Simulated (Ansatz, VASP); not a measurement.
One calculation of MgSnO2, two programs

```xyz
8
Lattice="5.1719 0.0000 0.0000 0.0000 5.1719 0.0000 0.0000 0.0000 7.0851" Properties=species:S:1:pos:R:3 pbc="T T T"
Mg    2.5860    2.5860    0.0000
Mg    2.5860    2.5860    3.5425
Sn    0.0000    2.5860    3.5425
Sn    2.5860    0.0000    0.0000
O     0.0000    0.0000    1.7713
O     0.0000    0.0000    5.3138
O     2.5860    2.5860    1.7713
O     2.5860    2.5860    5.3138
```

Alike in both runs: task single point; functional PBE; k mesh 4 × 4 × 4; occupations gaussian, width 0.2 eV; no spin polarisation.

|  | VASP | Ansatz |
| --- | --- | --- |
| version | VASP 6.6.1 | Ansatz 0.2.0 |
| potentials or method | VASP PAW PBE potentials, release 64 (Mg, Sn_d, O), cutoff 520 eV | scalar-relativistic, plane waves, PAW |
| valence electrons in the cell | 56 | 72 |

Ansatz gave:

- gap on the k mesh at the Fermi level (eV): none
- pressure (GPa): 0.1
- traceless stress, the component that is largest in VASP (GPa): 0.07

**Question.** What did VASP give for the same quantities?

**Answer.** gap on the k mesh at the Fermi level (eV): none; pressure (GPa): 0.2; traceless stress, the component that is largest in VASP (GPa): 0.28.

A gap of «none» marks a metal or a gap that the smearing closes. VASP's potentials hold 56 valence electrons a cell and Ansatz's 72, so a difference there can come from the potentials and not from the codes.
